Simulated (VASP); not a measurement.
Wanted: the native input for a VASP 6.6.1 run.

```yaml
Task: single point
Functional: PBE0
Potentials_or_basis: VASP PAW PBE potentials, release 64 (Ge_d)
Cutoff: 520 eV
k_mesh: 4 × 4 × 4
Occupations: fermi-dirac, width 0.05 eV
Spin: no spin polarisation
Dipole_correction: no
Grid_for_exact_exchange_PRECFOCK: Normal
Further_INCAR_settings: ALGO = Normal; EDIFF = 1e-07; NBANDS = 21
Share_of_exact_exchange: 0.25
```

Ge:

```
Ge
1.0
     0.00000    2.79068    2.79068
     2.79068    0.00000    2.79068
     2.79068    2.79068    0.00000
Ge
2
Direct
  0.75000 0.75000 0.75000
  0.50000 0.50000 0.50000
```

One way to write it, as run:

POSCAR

```
Ge
1.0
    0.0000000000      2.7906767997      2.7906767997
    2.7906767997      0.0000000000      2.7906767997
    2.7906767997      2.7906767997      0.0000000000
Ge
2
Direct
    0.7500000000      0.7500000000      0.7500000000
    0.5000000000      0.5000000000      0.5000000000
```

INCAR.step1

```
ALGO = Normal ; EDIFF = 1E-5
ENCUT = 520 ; GGA = PE
ISIF = 2 ; ISMEAR = -1
LASPH = True ; LCHARG = False
LREAL = False ; LWAVE = True
NBANDS = 21 ; NELM = 80
PREC = Accurate ; SIGMA = 0.05
```

INCAR.step2

```
AEXX = 0.25 ; ALGO = Normal
EDIFF = 1E-7 ; ENCUT = 520
GGA = PE ; ISIF = 2
ISMEAR = -1 ; ISTART = 1
LASPH = True ; LCHARG = False
LHFCALC = True ; LREAL = False
LWAVE = False ; NBANDS = 21
NELM = 80 ; PREC = Accurate
PRECFOCK = Normal ; SIGMA = 0.05
```

KPOINTS

```
k-points
0
Gamma
  4 4 4
```

Potentials or basis: VASP PAW PBE potentials, release 64 (Ge_d).

Run with:

```console
$ cat potpaw_PBE.64/Ge_d/POTCAR > POTCAR
$ cp INCAR.step1 INCAR
$ mpirun -np 1 vasp_std > vasp.out
$ cp INCAR.step2 INCAR
$ mpirun -np 1 vasp_std > vasp.out
```

It gave:

- Pressure: 4.4 GPa
- Band gap on the k mesh: 1.75 eV (least direct gap 2.12 eV)

Caveat: the k points lie up to 0.49 Å⁻¹ apart; the PAW data sets were made with another functional, which shifts forces and pressure a little.

It took 13 min on 1 thread of Intel(R) Xeon(R) Platinum 8488C (Sapphire Rapids), on a shared host, peak memory 0.18 GiB.
